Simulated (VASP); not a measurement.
# Te2Mo (Cm) in VASP: a series of runs, part 2 of 2

VASP 6.6.1. Earlier steps stand in the parts before.

## 3. Single point, PBE (atom 1 (Te) moved by (+0.300, +0.300) A along y and z)

Input file INCAR:

```
  PREC = Accurate
  ENCUT = 520
  EDIFF = 1E-7
  ISMEAR = 0
  SIGMA = 0.05
  LREAL = False
  LASPH = True
  NELM = 60
  ALGO = Normal
  ISIF = 2
  LWAVE = False
  LCHARG = True
  GGA = PE
  LELF = True
  LVHAR = True
  NBANDS = 35
```

Input file KPOINTS:

```
regular mesh
0
Gamma
  12 12 2
```

Input file POSCAR:

```
Te2Mo
1.0
    3.5570664331      0.0000000000      0.0000000000
   -1.7785332165      3.0805098940      0.0000000000
    0.0000000000      0.0000000000     15.2047186580
Te Mo
4 2
Direct
    0.3820265709      0.7640531417      0.6508250721
    0.6666666667      0.3333333333      0.1310943552
    0.3333333333      0.6666666667      0.8689056448
    0.6666666667      0.3333333333      0.3689056448
    0.3333333333      0.6666666667      0.2500000000
    0.6666666667      0.3333333333      0.7500000000
```

Potentials or basis: VASP PAW PBE potentials, release 64 (Te, Mo_sv).

Command:

```sh
cat potpaw_PBE.64/Te/POTCAR potpaw_PBE.64/Mo_sv/POTCAR > POTCAR
mpirun -np 1 vasp_std > vasp.out
```

OUTCAR:

```text
PREC = Accurate
   ENCUT = 520
   EDIFF = 1E-7
   ISMEAR = 0
   LREAL = False
   LASPH = True
   NELM = 60
   ISIF = 2
   GGA = PE

 ion  position               nearest neighbor table
   1  0.382  0.764  0.651-   6 2.31   6 2.68   6 2.68   3 3.33
   2  0.667  0.333  0.131-   5 2.74   5 2.74   5 2.74   4 3.62
   3  0.333  0.667  0.869-   6 2.74   6 2.74   6 2.74   1 3.33
   4  0.667  0.333  0.369-   5 2.74   5 2.74   5 2.74   2 3.62
   5  0.333  0.667  0.250-   2 2.74   4 2.74   2 2.74   4 2.74   2 2.74   4 2.74
   6  0.667  0.333  0.750-   1 2.31   1 2.68   1 2.68   3 2.74   3 2.74   3 2.74

  LATTYP: Found a hexagonal cell.
 ALAT       =     3.5570664331
 C/A-ratio  =     4.2745107363

  Lattice vectors:

 A1 = (   3.5570664331,   0.0000000000,   0.0000000000)
 A2 = (  -1.7785332165,   3.0805098940,   0.0000000000)
 A3 = (   0.0000000000,   0.0000000000,  15.2047186580)

Analysis of symmetry for initial positions (statically):
=====================================================================
 Subroutine PRICEL returns:
 Original cell was already a primitive cell.

 Routine SETGRP: Setting up the symmetry group for a
 hexagonal supercell.

 Subroutine GETGRP returns: Found  2 space group operations
 (whereof  2 operations were pure point group operations)
 out of a pool of 24 trial point group operations.

The static configuration has the point symmetry C_1h.

Analysis of symmetry for dynamics (positions and initial velocities):
=====================================================================
 Subroutine PRICEL returns:
 Original cell was already a primitive cell.

 Routine SETGRP: Setting up the symmetry group for a
 hexagonal supercell.

 Subroutine GETGRP returns: Found  2 space group operations
 (whereof  2 operations were pure point group operations)
 out of a pool of 24 trial point group operations.

The dynamic configuration has the point symmetry C_1h.

 Subroutine INISYM returns: Found  2 space group operations
 (whereof  2 operations are pure point group operations),
 and found     1 'primitive' translations

----------------------------------------------------------------------------------------

                                     Primitive cell

  volume of cell :     166.6069

  direct lattice vectors                    reciprocal lattice vectors
     3.557066433  0.000000000  0.000000000     0.281130538  0.162310792  0.000000000
    -1.778533217  3.080509894  0.000000000     0.000000000  0.324621584  0.000000000
     0.000000000  0.000000000 15.204718658     0.000000000  0.000000000  0.065769056

  length of vectors
     3.557066433  3.557066433 15.204718658     0.324621584  0.324621584  0.065769056

  position of ions in fractional coordinates (direct lattice)
     0.382026571  0.764053142  0.650825072
     0.666666667  0.333333333  0.131094355
     0.333333333  0.666666667  0.868905645
     0.666666667  0.333333333  0.368905645
     0.333333333  0.666666667  0.250000000
     0.666666667  0.333333333  0.750000000

  ion indices of the primitive-cell ions
   primitive index   ion index
                 1           1
                 2           2
[... 28 lines left out ...]

 Found     86 irreducible k-points:

 Following reciprocal coordinates:
            Coordinates               Weight
  0.000000  0.000000  0.000000      1.000000
  0.083333  0.000000  0.000000      4.000000
  0.000000  0.083333  0.000000      2.000000
  0.166667  0.000000  0.000000      4.000000
  0.000000  0.166667  0.000000      2.000000
  0.250000  0.000000  0.000000      4.000000
[... 16 lines left out ...]
 -0.083333  0.416667  0.000000      4.000000
 -0.416667  0.333333  0.000000      4.000000
 [... further k-points ...]
   k-points           NKPTS =     86   k-points in BZ     NKDIM =     86   number of bands    NBANDS=     35
   number of dos      NEDOS =    301   number of ions     NIONS =      6
   total plane-waves  NPLWV =  94080
   dimension x,y,z NGX =    28 NGY =   28 NGZ =  120
   dimension x,y,z NGXF=    56 NGYF=   56 NGZF=  240
   ions per type =               4   2
   NGX,Y,Z   is equivalent  to a cutoff of  13.09, 13.09, 13.12 a.u.
   NGXF,Y,Z  is equivalent  to a cutoff of  26.17, 26.17, 26.24 a.u.
 SYSTEM =  unknown system
   PREC   = accura    normal or accurate (medium, high low for compatibility)
   ISTART =      0    job   : 0-new  1-cont  2-samecut
   ICHARG =      2    charge: 1-file 2-atom 10-const
   ISPIN  =      1    spin polarized calculation?
   LNONCOLLINEAR =      F non collinear calculations
   LSORBIT =      F    spin-orbit coupling
   LASPH  =      T    aspherical Exc in radial PAW
   ENCUT  =  520.0 eV  38.22 Ry    6.18 a.u.   6.61  6.61 28.27*2*pi/ulx,y,z
   NELM   =     60;   NELMIN=  2; NELMDL= -5     # of ELM steps
   EDIFF  = 0.1E-06   stopping-criterion for ELM
   LREAL  =      F    real-space projection
   EDIFFG = 0.1E-05   stopping-criterion for IOM
   NSW    =      0    number of steps for IOM
   IBRION =     -1    ionic relax: 0-MD 1-quasi-New 2-CG
   NFREE  =      0    steps in history (QN), initial steepest desc. (CG)
   ISIF   =      2    stress and relaxation
   ISYM   =      2    0-nonsym 1-usesym 2-fastsym
   POTIM  = 0.5000    time-step for ionic-motion
   TEBEG  =    0.0;   TEEND  =   0.0 temperature during run
   PSTRESS=    0.0 pullay stress
   NELECT =      52.0000    total number of electrons
   NUPDOWN=      -1.0000    fix difference up-down
   EMIN   =  10.00;   EMAX   =-10.00  energy-range for DOS
   EFERMI =   0.00;   METHOD = LEGACY
   ISMEAR =     0;   SIGMA  =   0.05  broadening in eV -4-tet -1-fermi 0-gaus
   EFERMI_NEDOS =   21; number of points for ismear=-14 and -15
   IALGO  =     38    algorithm
   IMIX   =      4    mixing-type and parameters
     AMIX     =   0.40;   BMIX     =  1.00
     AMIX_MAG =   1.60;   BMIX_MAG =  1.00
  volume/ion in A,a.u.               =      27.77       187.39
  Fermi-wavevector in a.u.,A,eV,Ry     =   1.110482  2.098507 16.778308  1.233171
  Thomas-Fermi vector in A             =   2.247034
   LORBIT       =      0    0 simple, 1 ext, 2 COOP (PROOUT), +10 PAW based schemes
   GGA     = PE    functional components
   LHFCALC =     F    Hartree Fock is set to
   AEXX    =    0.0000 exact exchange contribution
   IVDW    =     0    specifies the selected vdW correction
   LEPSILON=     F    determine dielectric tensor
   LRPA    =     F    only Hartree local field effects (RPA)
 non-spin polarized calculation
 Gauss-broadening in eV      SIGMA  =   0.05
  energy-cutoff  :      520.00
  volume of cell :      166.61
 maximum number of plane-waves:      4544
   NGX = 13   NGY = 13   NGZ = 57

 number of electron      52.0000002 magnetization

 Free energy of the ion-electron system (eV)
  ---------------------------------------------------
  ext. energy  EPLUGINS =         0.00000000
  ---------------------------------------------------
  free energy    TOTEN  =       -34.73390611 eV

  energy without entropy =      -34.73386964  energy(sigma->0) =      -34.73388787

 E-fermi :   7.1280     XC(G=0):  -9.6959

 val. band max:        7.0394585213   @ k =  -0.1667   0.0833   0.0000
 cond. band min:       7.2161590424   @ k =   0.3333   0.3333   0.0000
 fundamental gap:      0.1767005212
 Fermi energy:         7.1280035683

 k-point     1 :       0.0000    0.0000    0.0000
  band No.  band energies     occupation
      1     -54.0149      2.00000
      2     -53.9422      2.00000
      3     -28.3018      2.00000
      4     -28.1333      2.00000
      5     -28.1002      2.00000
      6     -28.0870      2.00000
[... 901 lines left out ...]
     34      10.4953      0.00000
     35      11.5979      0.00000

 [... further k-points ...]

------------------------ aborting loop because EDIFF is reached ----------------------------------------

  FORCE on cell =-STRESS in cart. coord.  units (eV):
  Direction    XX          YY          ZZ          XY          YZ          ZX
  --------------------------------------------------------------------------------------
  -------------------------------------------------------------------------------------
  Total        1.6235120      8.3822567     10.9878288      0.0000000      7.2334796      0.0000000
  in kB       15.6125238     80.6080782    105.6645955      0.0000000     69.5608481      0.0000000
  external PRESSURE =      67.2950658 kB  Pullay stress =       0.0000000 kB

 VOLUME and BASIS-vectors are now :
 -----------------------------------------------------------------------------
  energy-cutoff  :      520.00
  volume of cell :      166.61
      direct lattice vectors                 reciprocal lattice vectors
     3.557066433  0.000000000  0.000000000     0.281130538  0.162310792  0.000000000
    -1.778533217  3.080509894  0.000000000     0.000000000  0.324621584  0.000000000
     0.000000000  0.000000000 15.204718658     0.000000000  0.000000000  0.065769056

 POSITION                                       TOTAL-FORCE (eV/Angst)
 -----------------------------------------------------------------------------------
      0.00000      2.35367      9.89561        -0.000000     -4.813632     -6.491665
      1.77853      1.02684      1.99325        -0.000000     -0.000307      0.001673
     -0.00000      2.05367     13.21147         0.000000      0.001234      0.657084
      1.77853      1.02684      5.60911         0.000000      0.002864      0.031070
     -0.00000      2.05367      3.80118         0.000000      0.001045     -0.026885
      1.77853      1.02684     11.40354         0.000000      4.808796      5.828723
 -----------------------------------------------------------------------------------
    total drift:                                0.000000      0.000071     -0.000057

  FREE ENERGIE OF THE ION-ELECTRON SYSTEM (eV)
  ---------------------------------------------------
  free  energy   TOTEN  =       -34.7339061081 eV

  energy  without entropy=      -34.7338696415  energy(sigma->0) =      -34.73388787
```

Wall time 5.5 min (1 thread of Intel Xeon 6975P-C (Granite Rapids), shared host); peak memory 0.58 GiB.

What came out:

| Quantity | Value |
| --- | --- |
| Free energy | -34.7339 eV |
| Pressure | 6.7 GPa |
| Largest force | 8.082 eV/Å |
| Band gap on the k mesh | 0.18 eV (least direct gap 0.47 eV) |

Forces in eV/Å, atoms in the order of the input:
```
Te   0.000 -4.814 -6.492
Te   0.000  0.000  0.002
Te   0.000  0.001  0.657
Te   0.000  0.003  0.031
Mo   0.000  0.001 -0.027
Mo   0.000  4.809  5.829
```

Caveat: the cell differs from its parent crystal (atom 1 (Te) moved by (+0.300, +0.300) A along y and z); the cell stands under pressure; spin-orbit coupling is left out, which moves the levels of the heavy elements; this functional lacks dispersion, which binds the layers, so the pressure and a relaxed spacing across them are unreliable; forces of over 1 eV/Å act on the atoms, so gaps and moduli don't describe the material at rest. A k mesh can miss the band edges.
